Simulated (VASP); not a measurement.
A run of VASP 6.6.1:

POSCAR

```
GaN
1.0
    0.0000000000      2.1589944395      2.3405572003
    2.1589944395      0.0000000000      2.3405572003
    2.1589944395      2.1589944395      0.0000000000
Ga N
1 1
Direct
    0.0000000000      0.0000000000      0.0000000000
    0.2500000000      0.2500000000      0.2500000000
```

INCAR.step1

```
ALGO = Normal
EDIFF = 1E-4
ENCUT = 520
GGA = PE
ISMEAR = 0
LASPH = True
LCHARG = False
LREAL = False
LWAVE = True
NBANDS = 16
NELM = 80
PREC = Accurate
SIGMA = 0.01
```

INCAR.step2

```
ALGO = Normal
EDIFF = 1E-6
ENCUT = 520
ISIF = 2
ISMEAR = 0
ISTART = 1
LASPH = True
LCHARG = True
LELF = True
LMIXTAU = True
LREAL = False
LVHAR = True
LWAVE = False
METAGGA = R2SCAN
NBANDS = 16
NELM = 80
PREC = Accurate
SIGMA = 0.01
```

File KPOINTS:

```
k-points
0
Gamma
  10 10 10
```

Potentials or basis: VASP PAW PBE potentials, release 64 (Ga_d, N).

The run is started by

```console
$ cat potpaw_PBE.64/Ga_d/POTCAR potpaw_PBE.64/N/POTCAR > POTCAR
$ cp INCAR.step1 INCAR
$ mpirun -np 1 vasp_std > vasp.out
$ cp INCAR.step2 INCAR
$ mpirun -np 1 vasp_std > vasp.out
```

Hardware: 1 thread of Intel Xeon 8259CL, on a shared host.

Problem. How long does it take, and how much memory?

Solution. It took 2.1 min on 1 thread of Intel Xeon 8259CL, on a shared host, peak memory 0.17 GiB. Counts: k points 102.
